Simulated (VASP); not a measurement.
Wanted: the native input for a VASP 6.6.1 run.

```yaml
Task: single point
Functional: PBE
Potentials_or_basis: VASP PAW PBE potentials, release 64 (K_sv, Lu, Al)
Cutoff: 600 eV
k_mesh: 6 × 6 × 8
Occupations: gaussian, width 0.1 eV
Spin: no spin polarisation
Dipole_correction: no
Further_INCAR_settings: ALGO = Normal; EDIFF = 1e-06; NBANDS = 43
```

The structure of KLu2Al3 lies in POSCAR:

```
KLu2Al3
1.0
    6.2418951190      0.0000000000      0.0000000000
   -3.1209475595      5.4056397408      0.0000000000
    0.0000000000      0.0000000000      4.9019734873
K Lu Al
1 2 3
Direct
    0.0000000000      0.0000000000      0.0000000000
    0.3333333333      0.6666666667      0.0000000000
    0.6666666667      0.3333333333      0.0000000000
    0.5000000000      0.0000000000      0.5000000000
    0.5000000000      0.5000000000      0.5000000000
    0.0000000000      0.5000000000      0.5000000000
```

The cell was generated, and may not be a known phase.

The input as run:

INCAR

```
PREC = Accurate
ENCUT = 600
EDIFF = 1E-6
ISMEAR = 0
SIGMA = 0.1
LREAL = F
LASPH = T
NELM = 120
ALGO = Normal
ISIF = 2
LWAVE = F
LCHARG = F
GGA = PE
NBANDS = 43
GGA_COMPAT = F
```

KPOINTS

```
Automatic mesh
0
Gamma
  6 6 8
```

Potentials or basis: VASP PAW PBE potentials, release 64 (K_sv, Lu, Al).

Run with:

```bash
$ cat potpaw_PBE.64/K_sv/POTCAR potpaw_PBE.64/Lu/POTCAR potpaw_PBE.64/Al/POTCAR > POTCAR
$ mpirun -np 1 vasp_std > vasp.out
```

Results of the run:

```json
{
  "Pressure": "0.1 GPa",
  "Band gap on the k mesh": "zero (bands 34 and 35 overlap by 0.60 eV)"
}
```

Caveat: spin-orbit coupling is left out, which moves the levels of the heavy elements.

It took 11 min on 1 thread of Oxide Virtual Turin-like Processor (shared host), peak memory 0.46 GiB.
